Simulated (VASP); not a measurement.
Input of a VASP 6.6.1 run:

POSCAR

```
MgO
1.0
    0.0000000000      2.1250000000      2.1250000000
    2.1250000000      0.0000000000      2.1250000000
    2.1250000000      2.1250000000      0.0000000000
Mg O
1 1
Direct
    0.0081508273      0.0081508273      0.0081508273
    0.5000000000      0.5000000000      0.5000000000
```

Contents of INCAR.step1:

```
  PREC = Accurate
  ENCUT = 520
  EDIFF = 1E-5
  ISMEAR = -1
  SIGMA = 0.05
  LREAL = False
  LASPH = True
  NELM = 100
  ALGO = Normal
  ISIF = 2
  LWAVE = True
  LCHARG = False
  GGA = PE
  NBANDS = 11
```

The input INCAR.step2:

```
  PREC = Accurate
  ENCUT = 520
  EDIFF = 1E-6
  ISMEAR = -1
  SIGMA = 0.05
  LREAL = False
  LASPH = True
  NELM = 100
  ALGO = Normal
  ISIF = 2
  LWAVE = False
  LCHARG = False
  GGA = PE
  LHFCALC = True
  HFSCREEN = 0.2079
  PRECFOCK = Normal
  ISTART = 1
  NBANDS = 11
```

KPOINTS

```
Automatic mesh
0
Gamma
  4 4 4
```

Potentials or basis: VASP PAW PBE potentials, release 64 (Mg, O).

Command:

```bash
$ cat potpaw_PBE.64/Mg/POTCAR potpaw_PBE.64/O/POTCAR > POTCAR
$ cp INCAR.step1 INCAR
$ mpirun -np 1 vasp_std > vasp.out
$ cp INCAR.step2 INCAR
$ mpirun -np 1 vasp_std > vasp.out
```

(1) Predict the pressure.

(2) Estimate the largest force.

(3) What does it give for the band gap on the k mesh?

## Answers

(1) -5.4 GPa.

(2) 0.281 eV/Å.

(3) 6.17 eV.

Caveat: the k points lie up to 0.64 Å⁻¹ apart; the PAW data sets were made with another functional, which shifts forces and pressure a little.
